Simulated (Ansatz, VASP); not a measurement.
## Cs3Cu: VASP beside Ansatz

```xyz
4
Lattice="6.4669 0.0000 0.0000 0.0000 6.4669 0.0000 0.0000 0.0000 6.4669" Properties=species:S:1:pos:R:3 pbc="T T T"
Cs    0.0000    3.2334    3.2334
Cs    3.2334    0.0000    3.2334
Cs    3.2334    3.2334    0.0000
Cu    0.0000    0.0000    0.0000
```

Alike in both runs: functional PBE; k mesh 4 × 4 × 4; occupations gaussian, width 0.1 eV; no spin polarisation.

Ansatz relaxed the structure, and its values are those at the end. VASP's run is a single point on that final structure, the one shown.

|  | VASP | Ansatz |
| --- | --- | --- |
| version | VASP 6.6.1 | Ansatz 0.2.0 |
| potentials or method | VASP PAW PBE potentials, release 64 (Cs_sv, Cu), cutoff 520 eV | scalar-relativistic, plane waves, PAW |
| valence electrons in the cell | 38 | 46 |

```tsv
	VASP	Ansatz	Ansatz less VASP
gap on the k mesh at the Fermi level (eV)	none	none	-
pressure (GPa)	0.0	0.0	0.00
```

A gap of «none» marks a metal or a gap that the smearing closes. VASP's potentials hold 38 valence electrons a cell and Ansatz's 46, so a difference there can come from the potentials and not from the codes.

Neither program's run includes spin-orbit coupling.
